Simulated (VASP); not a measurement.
**Al: single point with PBE**

The system is Al.

```xyz
1
Lattice="0.0000 2.0204 2.0204 2.0204 0.0000 2.0204 2.0204 2.0204 0.0000" Properties=species:S:1:pos:R:3 pbc="T T T"
Al    0.0000    0.0000    0.0000
```

* Program: VASP 6.6.1
* Task: single point
* Functional: PBE
* Potentials or basis: VASP PAW PBE potentials, release 64 (Al)
* Cutoff: 500 eV
* k mesh: 18 × 18 × 18
* Occupations: gaussian, width 0.1 eV
* Spin: no spin polarisation
* Dipole correction: no
* Further INCAR settings: ALGO = Normal; EDIFF = 1e-06; NBANDS = 8

```json
{
 "Pressure": "0.0 GPa"
}
```

Levels at points of the mesh, in eV from the Fermi level:
```csv
k point,band 1,band 2,band 3,band 4,band 5,band 6
"(0.00, 0.00, 0.00)",-11.13,12.63,12.63,12.63,14.12,14.12
"(0.50, 0.00, 0.00)",-4.59,-4.37,11.42,11.42,11.47,11.47
"(0.50, 0.50, 0.00)",-2.92,-1.59,5.27,5.60,5.60,9.08
```

Run time: 33 s on 1 thread of AMD EPYC 7R43 64-Core Processor (Zen 3), on a shared host, peak memory 0.11 GiB.
